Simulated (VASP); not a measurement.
Here is a VASP 6.6.1 calculation.

POSCAR

```
Ta2C
1.0
    3.1059007354      0.0000000000      0.0000000000
   -1.5529503677      2.6897889385      0.0000000000
    0.0000000000      0.0000000000      4.9464000000
Ta C
2 1
Direct
    0.3333333333      0.6666666667      0.2520100000
    0.6666666667      0.3333333333      0.7479900000
    0.0000000000      0.0000000000      0.0000000000
```

Contents of INCAR.step1:

```
PREC     = Accurate       # precision mode
ENCUT    = 520            # plane-wave cutoff, eV
ISMEAR   = 0              # smearing method
SIGMA    = 0.1            # smearing width, eV
LREAL    = F              # projectors in reciprocal space
LASPH    = T              # aspherical terms in the spheres
NELM     = 60             # most SCF steps
NBANDS   = 20             # bands
GGA      = PE             # functional
ALGO     = Normal         # electronic algorithm
EDIFF    = 1E-4           # SCF threshold, eV
LWAVE    = T              # write WAVECAR
LCHARG   = F              # write CHGCAR
```

The input INCAR.step2:

```
PREC     = Accurate       # precision mode
ENCUT    = 520            # plane-wave cutoff, eV
EDIFF    = 1E-6           # SCF threshold, eV
ISMEAR   = 0              # smearing method
SIGMA    = 0.1            # smearing width, eV
LREAL    = F              # projectors in reciprocal space
LASPH    = T              # aspherical terms in the spheres
NELM     = 60             # most SCF steps
ALGO     = Normal         # electronic algorithm
ISIF     = 2              # what is computed and relaxed
LWAVE    = F              # write WAVECAR
LCHARG   = F              # write CHGCAR
METAGGA  = R2SCAN         # meta-GGA
LMIXTAU  = T            
NBANDS   = 20             # bands
ISTART   = 1
```

File KPOINTS:

```
Automatic mesh
0
Gamma
  21 21 12
```

Potentials or basis: VASP PAW PBE potentials, release 64 (Ta_pv, C).

Run with:

```sh
$ cat potpaw_PBE.64/Ta_pv/POTCAR potpaw_PBE.64/C/POTCAR > POTCAR
$ cp INCAR.step1 INCAR
$ mpirun -np 1 vasp_std > vasp.out
$ cp INCAR.step2 INCAR
$ mpirun -np 1 vasp_std > vasp.out
```

(1) Estimate the largest force.

(2) Predict the band gap on the k mesh.

(3) What does it give for the pressure?

Results:

(1) 0.290 eV/Å.

(2) zero (bands 13 and 14 overlap by 0.86 eV).

(3) 1.9 GPa.

Caveat: the PAW data sets were made with another functional, which shifts forces and pressure a little; spin-orbit coupling is left out, which moves the levels of the heavy elements.
